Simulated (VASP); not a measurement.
# InP (Fm-3m) in VASP: notebook, part 2 of 2

VASP 6.6.1. Earlier steps stand in the parts before.

### 3 Single point, PBEsol (volume scaled by 0.840)

Contents of INCAR:

```
PREC = Accurate ; ENCUT = 520
EDIFF = 1E-6 ; ISMEAR = 0
SIGMA = 0.05 ; LREAL = F
LASPH = T ; NELM = 60
ALGO = Normal ; ISIF = 2
LWAVE = F ; LCHARG = T
GGA = PS ; LELF = T
LVHAR = T ; NBANDS = 16
```

Contents of KPOINTS:

```
Automatic mesh
0
Gamma
  16 16 16
```

Contents of POSCAR:

```
InP
1.0
    0.0000000000      2.5752194404      2.5752194404
    2.5752194404      0.0000000000      2.5752194404
    2.5752194404      2.5752194404      0.0000000000
In P
1 1
Direct
    0.0000000000      0.0000000000      0.0000000000
    0.5000000000      0.5000000000      0.5000000000
```

Potentials or basis: VASP PAW PBE potentials, release 64 (In_d, P).

On the command line:

```bash
cat potpaw_PBE.64/In_d/POTCAR potpaw_PBE.64/P/POTCAR > POTCAR
mpirun -np 1 vasp_std > vasp.out
```

OUTCAR:

```text
PREC = Accurate
   ENCUT = 520
   EDIFF = 1E-6
   ISMEAR = 0
   LREAL = F
   LASPH = T
   NELM = 60
   ISIF = 2
   GGA = PS

 ion  position               nearest neighbor table
   1  0.000  0.000  0.000-   2 2.58   2 2.58   2 2.58   2 2.58   2 2.58   2 2.58
   2  0.500  0.500  0.500-   1 2.58   1 2.58   1 2.58   1 2.58   1 2.58   1 2.58

  LATTYP: Found a face centered cubic cell.
 ALAT       =     5.1504388808

  Lattice vectors:

 A1 = (   0.0000000000,   2.5752194404,   2.5752194404)
 A2 = (   2.5752194404,   0.0000000000,   2.5752194404)
 A3 = (   2.5752194404,   2.5752194404,   0.0000000000)

Analysis of symmetry for initial positions (statically):
=====================================================================
 Subroutine PRICEL returns:
 Original cell was already a primitive cell.

 Routine SETGRP: Setting up the symmetry group for a
 face centered cubic supercell.

 Subroutine GETGRP returns: Found 48 space group operations
 (whereof 48 operations were pure point group operations)
 out of a pool of 48 trial point group operations.

The static configuration has the point symmetry O_h .

Analysis of symmetry for dynamics (positions and initial velocities):
=====================================================================
 Subroutine PRICEL returns:
 Original cell was already a primitive cell.

 Routine SETGRP: Setting up the symmetry group for a
 face centered cubic supercell.

 Subroutine GETGRP returns: Found 48 space group operations
 (whereof 48 operations were pure point group operations)
 out of a pool of 48 trial point group operations.

The dynamic configuration has the point symmetry O_h .

 Subroutine INISYM returns: Found 48 space group operations
 (whereof 48 operations are pure point group operations),
 and found     1 'primitive' translations

[... 109 lines left out ...]
   ISMEAR =     0;   SIGMA  =   0.05  broadening in eV -4-tet -1-fermi 0-gaus
   EFERMI_NEDOS =   21; number of points for ismear=-14 and -15
   IALGO  =     38    algorithm
   IMIX   =      4    mixing-type and parameters
     AMIX     =   0.40;   BMIX     =  1.00
     AMIX_MAG =   1.60;   BMIX_MAG =  1.00
  volume/ion in A,a.u.               =      17.08       115.25
  Fermi-wavevector in a.u.,A,eV,Ry     =   1.322335  2.498850 23.790730  1.748569
  Thomas-Fermi vector in A             =   2.452023
   LORBIT       =      0    0 simple, 1 ext, 2 COOP (PROOUT), +10 PAW based schemes
   GGA     = PS    functional components
   LHFCALC =     F    Hartree Fock is set to
   AEXX    =    0.0000 exact exchange contribution
   IVDW    =     0    specifies the selected vdW correction
   LEPSILON=     F    determine dielectric tensor
   LRPA    =     F    only Hartree local field effects (RPA)
 non-spin polarized calculation
 Gauss-broadening in eV      SIGMA  =   0.05
  energy-cutoff  :      520.00
  volume of cell :       34.16
 maximum number of plane-waves:       941
   NGX = 13   NGY = 13   NGZ = 13

 number of electron      18.0000008 magnetization

 Free energy of the ion-electron system (eV)
  ---------------------------------------------------
  ext. energy  EPLUGINS =         0.00000000
  ---------------------------------------------------
  free energy    TOTEN  =        -8.40566833 eV

  energy without entropy =       -8.40444515  energy(sigma->0) =       -8.40505674

 E-fermi :   9.9465     XC(G=0): -11.5832

 val. band max:        9.9277697471   @ k =   0.3750   0.1250   0.0625
 cond. band min:       9.9520252214   @ k =   0.3750   0.3125   0.0625
 fundamental gap:      0.0242554743
 Fermi energy:         9.9465489655

 k-point     1 :       0.0000    0.0000    0.0000
  band No.  band energies     occupation
      1      -4.6442      2.00000
      2      -4.6442      2.00000
      3      -4.6073      2.00000
      4      -4.6073      2.00000
      5      -4.6073      2.00000
      6      -3.9713      2.00000
[... 433 lines left out ...]
      3      -4.6110      2.00000
      4      -4.5971      2.00000
      5      -4.5900      2.00000
      6      -3.8040      2.00000
[... 8 lines left out ...]
     15      18.9004      0.00000
     16      19.6702      0.00000

 [... further k-points ...]

------------------------ aborting loop because EDIFF is reached ----------------------------------------

  FORCE on cell =-STRESS in cart. coord.  units (eV):
  Direction    XX          YY          ZZ          XY          YZ          ZX
  --------------------------------------------------------------------------------------
  -------------------------------------------------------------------------------------
  Total        4.7488829      4.7488829      4.7488829      0.0000000      0.0000000      0.0000000
  in kB      222.7559527    222.7559527    222.7559527      0.0000000      0.0000000      0.0000000
  external PRESSURE =     222.7559527 kB  Pullay stress =       0.0000000 kB

 VOLUME and BASIS-vectors are now :
 -----------------------------------------------------------------------------
  energy-cutoff  :      520.00
  volume of cell :       34.16
      direct lattice vectors                 reciprocal lattice vectors
     0.000000000  2.575219440  2.575219440    -0.194158211  0.194158211  0.194158211
     2.575219440  0.000000000  2.575219440     0.194158211 -0.194158211  0.194158211
     2.575219440  2.575219440  0.000000000     0.194158211  0.194158211 -0.194158211

 POSITION                                       TOTAL-FORCE (eV/Angst)
 -----------------------------------------------------------------------------------
      0.00000      0.00000      0.00000        -0.000000      0.000000     -0.000000
      2.57522      2.57522      2.57522         0.000000     -0.000000      0.000000
 -----------------------------------------------------------------------------------
    total drift:                               -0.000000      0.000000      0.000000

  FREE ENERGIE OF THE ION-ELECTRON SYSTEM (eV)
  ---------------------------------------------------
  free  energy   TOTEN  =        -8.4056683285 eV

  energy  without entropy=       -8.4044451515  energy(sigma->0) =       -8.40505674
```

OSZICAR:

```text
N       E                     dE             d eps       ncg     rms          rms(c)
DAV:   1     0.107042940256E+03    0.10704E+03   -0.85120E+03  4688   0.141E+03
DAV:   2    -0.264428243363E+01   -0.10969E+03   -0.10479E+03  5192   0.313E+02
DAV:   3    -0.865009382934E+01   -0.60058E+01   -0.59156E+01  6072   0.696E+01
DAV:   4    -0.878080714912E+01   -0.13071E+00   -0.13067E+00  5728   0.996E+00
DAV:   5    -0.878634262577E+01   -0.55355E-02   -0.55354E-02  6856   0.190E+00    0.693E+00
DAV:   6    -0.844077418247E+01    0.34557E+00   -0.53234E-01  7128   0.175E+01    0.393E+00
DAV:   7    -0.840983468199E+01    0.30940E-01   -0.11371E-01  7624   0.438E+00    0.138E+00
DAV:   8    -0.840587540025E+01    0.39593E-02   -0.10692E-02  6552   0.156E+00    0.340E-01
DAV:   9    -0.840566718969E+01    0.20821E-03   -0.68449E-04  7136   0.544E-01    0.147E-01
DAV:  10    -0.840566888005E+01   -0.16904E-05   -0.58938E-05  5976   0.656E-02    0.744E-02
DAV:  11    -0.840566809962E+01    0.78043E-06   -0.13968E-05  6400   0.430E-02    0.380E-02
DAV:  12    -0.840566832847E+01   -0.22885E-06   -0.34774E-06  5480   0.186E-02
   1 F= -.84056683E+01 E0= -.84050567E+01  d E =-.122318E-02
```

stdout:

```text
POSCAR found type information on POSCAR InP
 POSCAR found :  2 types and       2 ions
 scaLAPACK will be used
 -----------------------------------------------------------------------------
|                                                                             |
|                                                                             |
|     You enforced a specific xc type in the INCAR file but a different       |
|     I HOPE YOU KNOW WHAT YOU ARE DOING!                                     |
|                                                                             |
 -----------------------------------------------------------------------------

 LDA part: xc-table for (Slater+PW92), standard interpolation
 POSCAR, INCAR and KPOINTS ok, starting setup
 FFT: planning ... GRIDC
 FFT: planning ... GRID_SOFT
 FFT: planning ... GRID
 WAVECAR not read
 entering main loop
```

Run time: 51 s. Hardware: 1 thread of Intel Xeon Platinum 8559C (Emerald Rapids), shared host; peak memory 0.21 GiB.

Results:

| Quantity | Value |
| --- | --- |
| Free energy | -8.4057 eV |
| Pressure | 22.3 GPa |
| Band gap on the k mesh | zero (band 9 reaches 10.34 eV, above the bottom of band 10 at 7.61 eV) |

Levels at points of the mesh, in eV from the Fermi level:
```csv
k point,band 6,band 7,band 8,band 9,band 10,band 11,band 12,band 13
"(0.00, 0.00, 0.00)",-13.92,-0.50,-0.50,-0.50,2.43,7.07,7.07,7.07
"(0.50, 0.00, 0.00)",-11.04,-8.00,0.23,0.23,2.44,3.20,3.20,6.91
"(0.50, 0.50, 0.00)",-9.06,-6.54,-3.19,-3.19,-2.34,3.25,11.74,11.74
```

Caveat: the PAW data sets were made with another functional, which shifts forces and pressure a little; spin-orbit coupling is left out, which moves the levels of the heavy elements.
